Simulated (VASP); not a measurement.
**InP: single point with revPBE**

Crystal: InP.

```xyz
2
Lattice="0.0000 2.9305 2.9305 2.9305 0.0000 2.9305 2.9305 2.9305 0.0000" Properties=species:S:1:pos:R:3 pbc="T T T"
In    0.0000    0.0000    0.0000
P     1.4652    1.4652    1.4652
```

| Property | Result |
| --- | --- |
| Program | VASP 6.6.1 |
| Task | single point |
| Functional | revPBE |
| Potentials or basis | VASP PAW PBE potentials, release 64 (In_d, P) |
| Cutoff | 500 eV |
| k mesh | 8 × 8 × 8 |
| Occupations | gaussian, width 0.05 eV |
| Spin | non-collinear spin, zero start, spin-orbit coupling |
| Starting moments | [[0.0, 0.0, 0.0], [0.0, 0.0, 0.0]] μB |
| Dipole correction | no |
| Further INCAR settings | ALGO = Normal; EDIFF = 1e-06; NBANDS = 30 |

* Pressure: 4.5 GPa
* Net moment: 0.00 μB per cell
* Valence electrons inside the program's atomic spheres: In 11.49; P 2.54

Moments on the atoms (μB; x, y, z):
```
In  0.00 0.00 0.00
P   0.00 0.00 0.00
```

Run time: 60 s on 1 thread of Intel(R) Xeon(R) 6975P-C (Granite Rapids), with other jobs on the host, peak memory 0.32 GiB.

Caveat: the cell stands under pressure; the PAW data sets were made with another functional, which shifts forces and pressure a little.
